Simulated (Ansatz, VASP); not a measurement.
**Hg: VASP beside Ansatz**

```xyz
12
Lattice="4.0928 2.3630 6.9800 -4.0928 2.3630 6.9800 0.0000 -4.7260 6.9800" Properties=species:S:1:pos:R:3 pbc="T T T"
Hg   -2.6334    1.5204    4.7044
Hg    0.0000   -3.0408    4.7044
Hg    2.6334    1.5204    4.7044
Hg    2.6334   -1.5204   16.2354
Hg   -2.6334   -1.5204   16.2354
Hg    0.0000    3.0408   16.2354
Hg   -1.6757    0.9675    7.4892
Hg    0.0000   -1.9349    7.4892
Hg    1.6757    0.9675    7.4892
Hg    1.6757   -0.9675   13.4506
Hg   -1.6757   -0.9675   13.4506
Hg    0.0000    1.9349   13.4506
```

Alike in both runs: task single point; functional PBE; k mesh 3 × 3 × 3; occupations gaussian, width 0.1 eV; no spin polarisation.

|  | VASP | Ansatz |
| --- | --- | --- |
| version | VASP 6.6.1 | Ansatz 0.2.0 |
| potentials or method | VASP PAW PBE potentials, release 64 (Hg), cutoff 520 eV | scalar-relativistic, plane waves, PAW |
| valence electrons in the cell | 144 | 240 |

|  | VASP | Ansatz | Ansatz less VASP |
| --- | --- | --- | --- |
| gap on the k mesh at the Fermi level (eV) | none | none | - |
| pressure (GPa) | 3.7 | 3.4 | -0.26 |
| traceless stress, the component that is largest in VASP (GPa) | 1.15 | 1.12 | -0.027 |
| rms of the force components (eV/Å) | 0.471 | 0.449 | -0.0217 |

Atom by atom the forces differ by 0.022 eV/Å (rms over components). A gap of «none» marks a metal or a gap that the smearing closes. With one functional, cell and mesh, what is left measures potentials, basis and numerics. VASP's potentials hold 144 valence electrons a cell and Ansatz's 240, so a difference there can come from the potentials and not from the codes.

Spin-orbit coupling is off throughout.
